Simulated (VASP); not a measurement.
Runs of VASP 6.6.1 on Al. The structure is that of space group Fm-3m (No. 225), or close to it. The cells are those of the table. 

| cell | gap on the mesh (eV) | pressure (GPa) |
| --- | --- | --- |
| a = 2.864 Å, angles 60.0°, 1 atom | none | (a) |
| a = 2.901 Å, angles 60.0°, 1 atom | none | -6.3 |
| a = 2.825 Å, angles 60.0°, 1 atom | none | (b) |
| a = 2.938 Å, angles 60.0°, 1 atom | none | -8.3 |
| a = 2.785 Å, angles 60.0°, 1 atom | none | 3.6 |

Alike in all rows: task single point; level PBE+D3(BJ); potentials or basis VASP PAW PBE potentials, release 64 (Al); no spin polarisation; k mesh 12 × 12 × 12; cutoff (eV) 500; smearing methfessel-paxton 0.05 eV.

Question: Estimate the missing entries.

Answer: (a) -3.7; (b) -0.5.

Caveats: three body term missing; pairwise dispersion overbinds metals, which lowers pressure and volume.

A gap of «none» marks levels without a gap at the run's occupations.
